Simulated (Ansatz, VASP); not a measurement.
# TeW: VASP beside Ansatz

```
W Te
1.0
     0.00000    3.02418    3.02418
     3.02418    0.00000    3.02418
     3.02418    3.02418    0.00000
W Te
1 1
Direct
  0.00000 0.00000 0.00000
  0.25000 0.25000 0.25000
```

Alike in both runs: task single point; functional PBEsol; k mesh 12 × 12 × 12; occupations gaussian, width 0.1 eV; no spin polarisation.

|  | VASP | Ansatz |
| --- | --- | --- |
| version | VASP 6.6.1 | Ansatz 0.2.0 |
| potentials or method | VASP PAW PBE potentials, release 64 (W_sv, Te), cutoff 520 eV | scalar-relativistic, plane waves, PAW |
| valence electrons in the cell | 20 | 30 |

Ansatz gave:

| Property | Result |
| --- | --- |
| gap on the k mesh at the Fermi level (eV) | none |
| pressure (GPa) | -1.1 |

Problem. Which values does VASP return?

Solution. gap on the k mesh at the Fermi level (eV): none; pressure (GPa): -1.0.

VASP's potentials were made for PBE, not for PBEsol. A gap of «none» marks a metal or a gap that the smearing closes. VASP's potentials hold 20 valence electrons a cell and Ansatz's 30, so a difference there can come from the potentials and not from the codes.

Neither program's run includes spin-orbit coupling.
